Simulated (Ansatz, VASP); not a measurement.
Two plane-wave programs on BN

```
CELL_PARAMETERS angstrom
2.50263 0.00000 0.00000
-1.25131 2.16734 0.00000
0.00000 0.00000 7.37825
ATOMIC_POSITIONS crystal
B 0.33333 0.66667 0.25000
B 0.66667 0.33333 0.75000
N 0.33333 0.66667 0.75000
N 0.66667 0.33333 0.25000
```

Alike in both runs: task single point; functional PBEsol; k mesh 12 × 12 × 4; occupations gaussian, width 0.05 eV; no spin polarisation.

|  | VASP | Ansatz |
| --- | --- | --- |
| version | VASP 6.6.1 | Ansatz 0.2.0 |
| potentials or method | VASP PAW PBE potentials, release 64 (B, N), cutoff 520 eV | scalar-relativistic, plane waves, PAW |
| valence electrons in the cell | 16 | 16 |

Ansatz gave:

```
gap on the k mesh at the Fermi level (eV)                     : 4.35
least direct gap on the mesh (eV)                             : 4.62
pressure (GPa)                                                : 0.2
traceless stress, the component that is largest in VASP (GPa) : -0.44
```

Task: What did VASP give for the same quantities?

Result: gap on the k mesh at the Fermi level (eV): 4.35; least direct gap on the mesh (eV): 4.61; pressure (GPa): 0.6; traceless stress, the component that is largest in VASP (GPa): -0.99.

VASP's potentials were made for PBE, not for PBEsol, and Ansatz warns of the same on its side.
